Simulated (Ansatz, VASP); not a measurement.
One calculation of Mg2Be, two programs

```
Mg Be
1.0
    -2.10512    2.10512    5.29145
     2.10512   -2.10512    5.29145
     2.10512    2.10512   -5.29145
Mg Be
4 2
Direct
  0.20660 0.20660 0.00000
  0.95660 0.45660 0.50000
  0.54340 0.04340 0.50000
  0.79340 0.79340 0.00000
  0.00000 0.00000 0.00000
  0.75000 0.25000 0.50000
```

Alike in both runs: task relaxation of cell and atoms; functional PBE; k mesh 6 × 6 × 6; occupations gaussian, width 0.1 eV; no spin polarisation.

|  | VASP | Ansatz |
| --- | --- | --- |
| version | VASP 6.6.1 | Ansatz 0.2.0 |
| potentials or method | VASP PAW PBE potentials, release 64 (Mg, Be), cutoff 600 eV | scalar-relativistic, plane waves, PAW |
| valence electrons in the cell | 12 | 44 |

|  | VASP | Ansatz | Ansatz less VASP |
| --- | --- | --- | --- |
| gap on the k mesh at the Fermi level, each at its own relaxed structure (eV) | none | none | - |
| relaxed volume (Å³/atom) | 20.09 | 20.35 | +0.260 |
| relaxed cell length with the largest relative difference (Å) | 5.992 | 6.040 | +0.0473 |

A gap of «none» marks a metal or a gap that the smearing closes. VASP's potentials hold 12 valence electrons a cell and Ansatz's 44, so a difference there can come from the potentials and not from the codes.

Noted on VASP's run: the volume moved by over 15 % at a fixed basis, so the end points are rough.
